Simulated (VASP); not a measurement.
# Ge in VASP: a series of runs, part 2 of 2

VASP 6.6.1. Earlier steps stand in the parts before.

## (6) Relaxation of cell and atoms, r2SCAN

This run uses another cell than the first one, of 19.11 Å³/atom.

Contents of POSCAR:

```
Ge
1.0
    2.6735384992      0.0000000000      0.0000000000
    0.0000000000      2.6735384992      0.0000000000
    0.0000000000      0.0000000000      2.6735384992
Ge
1
Direct
    0.5000000000      0.5000000000      0.5000000000
```

Contents of INCAR.step1:

```
  PREC = Accurate
  ENCUT = 600
  ISMEAR = 0
  SIGMA = 0.1
  LREAL = F
  LASPH = T
  NELM = 100
  GGA = PE
  ALGO = Normal
  EDIFF = 1E-4
  LWAVE = T
  LCHARG = F
```

Contents of INCAR.step2:

```
  PREC = Accurate
  ENCUT = 600
  EDIFF = 1E-6
  ISMEAR = 0
  SIGMA = 0.1
  LREAL = F
  LASPH = T
  NELM = 100
  ALGO = Normal
  ISIF = 3
  LWAVE = F
  LCHARG = F
  METAGGA = R2SCAN
  LMIXTAU = T
  IBRION = 2
  NSW = 100
  EDIFFG = -0.01
  ISTART = 1
```

Contents of KPOINTS:

```
Automatic mesh
0
Gamma
  20 20 20
```

Potentials or basis: VASP PAW PBE potentials, release 64 (Ge_d).

Run with:

```sh
$ cat potpaw_PBE.64/Ge_d/POTCAR > POTCAR
$ cp INCAR.step1 INCAR
$ mpirun -np 1 vasp_std > vasp.out
$ cp INCAR.step2 INCAR
$ mpirun -np 1 vasp_std > vasp.out
```

OUTCAR:

```text
PREC = Accurate
   ENCUT = 600
   EDIFF = 1E-6
   ISMEAR = 0
   LREAL = F
   LASPH = T
   NELM = 100
   ISIF = 3
   METAGGA = R2SCAN
   IBRION = 2
   NSW = 100
   EDIFFG = -0.01
   ISTART = 1

 ion  position               nearest neighbor table
   1  0.500  0.500  0.500-

  LATTYP: Found a simple cubic cell.
 ALAT       =     2.6735384992

  Lattice vectors:

 A1 = (   2.6735384992,   0.0000000000,   0.0000000000)
 A2 = (   0.0000000000,   2.6735384992,   0.0000000000)
 A3 = (   0.0000000000,   0.0000000000,   2.6735384992)

Analysis of symmetry for initial positions (statically):
=====================================================================
 Subroutine PRICEL returns:
 Original cell was already a primitive cell.

 Routine SETGRP: Setting up the symmetry group for a
 simple cubic supercell.

 Subroutine GETGRP returns: Found 48 space group operations
 (whereof 48 operations were pure point group operations)
 out of a pool of 48 trial point group operations.

The static configuration has the point symmetry O_h .

Analysis of symmetry for dynamics (positions and initial velocities):
=====================================================================
 Subroutine PRICEL returns:
 Original cell was already a primitive cell.

 Routine SETGRP: Setting up the symmetry group for a
 simple cubic supercell.

 Subroutine GETGRP returns: Found 48 space group operations
 (whereof 48 operations were pure point group operations)
 out of a pool of 48 trial point group operations.

The dynamic configuration has the point symmetry O_h .

 Subroutine INISYM returns: Found 48 space group operations
 (whereof 48 operations are pure point group operations),
 and found     1 'primitive' translations

[... 131 lines left out ...]

--------------------------------------- Ionic step        1  -------------------------------------------

 number of electron      13.9999991 magnetization

 Free energy of the ion-electron system (eV)
  ---------------------------------------------------
  ext. energy  EPLUGINS =         0.00000000
  ---------------------------------------------------
  free energy    TOTEN  =       -13.51775469 eV

  energy without entropy =      -13.51571661  energy(sigma->0) =      -13.51673565

------------------------ aborting loop because EDIFF is reached ----------------------------------------

  FORCE on cell =-STRESS in cart. coord.  units (eV):
  Direction    XX          YY          ZZ          XY          YZ          ZX
  --------------------------------------------------------------------------------------
  -------------------------------------------------------------------------------------
  Total        0.0640184      0.0640184      0.0640184      0.0000000      0.0000000      0.0000000
  in kB        5.3673027      5.3673027      5.3673027      0.0000000      0.0000000      0.0000000
  external PRESSURE =       5.3673027 kB  Pullay stress =       0.0000000 kB
[... 57 lines left out ...]
--------------------------------------- Ionic step        3  -------------------------------------------

 number of electron      13.9999991 magnetization

 Free energy of the ion-electron system (eV)
  ---------------------------------------------------
  ext. energy  EPLUGINS =         0.00000000
  ---------------------------------------------------
  free energy    TOTEN  =       -13.51786306 eV

  energy without entropy =      -13.51580181  energy(sigma->0) =      -13.51683244

 E-fermi :   6.1485     XC(G=0): -12.1255

 val. band max:        6.1356533744   @ k =   0.4000   0.3500   0.1500
 cond. band min:       6.1664433986   @ k =   0.5000   0.4500   0.4500
 fundamental gap:      0.0307900243
 Fermi energy:         6.1484710719

 k-point     1 :       0.0000    0.0000    0.0000
  band No.  band energies     occupation
      1     -19.2570      2.00000
      2     -19.2570      2.00000
      3     -18.9660      2.00000
      4     -18.9660      2.00000
      5     -18.9660      2.00000
      6      -7.4768      2.00000
      7      13.3155      0.00000
      8      13.3155      0.00000
      9      13.3155      0.00000
     10      16.7933      0.00000
     11      16.7933      0.00000
[... 309 lines left out ...]
 k-point    24 :       0.2000    0.1000    0.0000
  band No.  band energies     occupation
      1     -19.2365      2.00000
      2     -19.1719      2.00000
      3     -19.0008      2.00000
      4     -18.9916      2.00000
      5     -18.9710      2.00000
      6      -6.4210      2.00000
      7       7.4663      0.00000
      8      11.6476      0.00000
      9      14.3242      0.00000
     10      18.6079      0.00000
     11      21.5545      0.00000

 [... further k-points ...]

------------------------ aborting loop because EDIFF is reached ----------------------------------------

  FORCE on cell =-STRESS in cart. coord.  units (eV):
  Direction    XX          YY          ZZ          XY          YZ          ZX
  --------------------------------------------------------------------------------------
  -------------------------------------------------------------------------------------
  Total        0.0085734      0.0085734      0.0085734     -0.0000000     -0.0000000     -0.0000000
  in kB        0.7157433      0.7157433      0.7157433     -0.0000000     -0.0000000     -0.0000000
  external PRESSURE =       0.7157433 kB  Pullay stress =       0.0000000 kB
[... 16 lines left out ...]
  FREE ENERGIE OF THE ION-ELECTRON SYSTEM (eV)
  ---------------------------------------------------
  free  energy   TOTEN  =       -13.5178630580 eV

  energy  without entropy=      -13.5158018134  energy(sigma->0) =      -13.51683244

 reached required accuracy - stopping structural energy minimisation
```

OUTCAR.step1:

```text
PREC = Accurate
   ENCUT = 600
   ISMEAR = 0
   LREAL = F
   LASPH = T
[... 552 lines left out ...]

 POSITION                                       TOTAL-FORCE (eV/Angst)
 -----------------------------------------------------------------------------------
      1.33677      1.33677      1.33677         0.000000      0.000000      0.000000
 -----------------------------------------------------------------------------------
    total drift:                                0.000000     -0.000000     -0.000000

  FREE ENERGIE OF THE ION-ELECTRON SYSTEM (eV)
  ---------------------------------------------------
  free  energy   TOTEN  =        -4.2630800180 eV

  energy  without entropy=       -4.2607560877  energy(sigma->0) =       -4.26191805
```

Run time: 10 min. Hardware: 1 thread of AMD EPYC 7R13, shared host; peak memory 0.18 GiB.

Results:

```yaml
Free_energy: -13.5179 eV
Relaxed_volume: 19.19 Å³/atom
Relaxed_cell: a = 2.677 Å, b = 2.677 Å, c = 2.677 Å, α = 90.00°, β = 90.00°, γ = 90.00°
Space_group_after_relaxing_to_0.1_Å: Pm-3m (No. 221)
Energy_gained_by_relaxing: 0.1 meV/atom
Ionic_steps: 3
Pressure_after_relaxing: 0.1 GPa
Band_gap_on_the_k_mesh: zero (bands 7 and 8 overlap by 9.98 eV)
```

The path:
| step | energy change (eV) | largest force (eV/Å) | pressure (GPa) | volume (Å³) |
| --- | --- | --- | --- | --- |
| 1 | 0.0000 | 0.0000 | 0.54 | 19.11 |
| 2 | 0.0000 | 0.0000 | -0.29 | 19.29 |
| 3 | -0.0001 | 0.0000 | 0.07 | 19.19 |

Final structure:
```
Ge
1.0
     2.67733    0.00000    0.00000
     0.00000    2.67733    0.00000
     0.00000    0.00000    2.67733
Ge
1
Direct
  0.50000 0.50000 0.50000
```

Caveat: the PAW data sets were made with another functional, which shifts forces and pressure a little.

## (7) The runs side by side

```csv
task,cell,k mesh,cutoff (eV),gap on the mesh (eV),pressure (GPa),relaxed volume (Å³/atom)
single point,"a = 2.680 Å, 1 atom, atomic positions A",20 × 20 × 20,520,none,0.0,-
relaxation of cell and atoms,"relaxed from a = 2.677 Å, 1 atom, atomic positions A",20 × 20 × 20,600,none,0.0,19.20
single point,"a = 3.778, b = 3.778, c = 4.639 Å, angles 90.0, 90.0, 120.0°, 3 atoms, atomic positions B",6 × 6 × 4,520,none,-0.1,-
relaxation of cell and atoms,"relaxed from a = 2.674 Å, 1 atom, atomic positions A",20 × 20 × 20,600,none,0.1,19.19
```

Alike in all rows: level r2SCAN; potentials or basis VASP PAW PBE potentials, release 64 (Ge_d); no spin polarisation; smearing gaussian 0.1 eV.

Caveats: the PAW data sets were made with another functional, which shifts forces and pressure a little.

Total energies depend on the potentials used, so only differences within one code and one set of settings carry meaning.
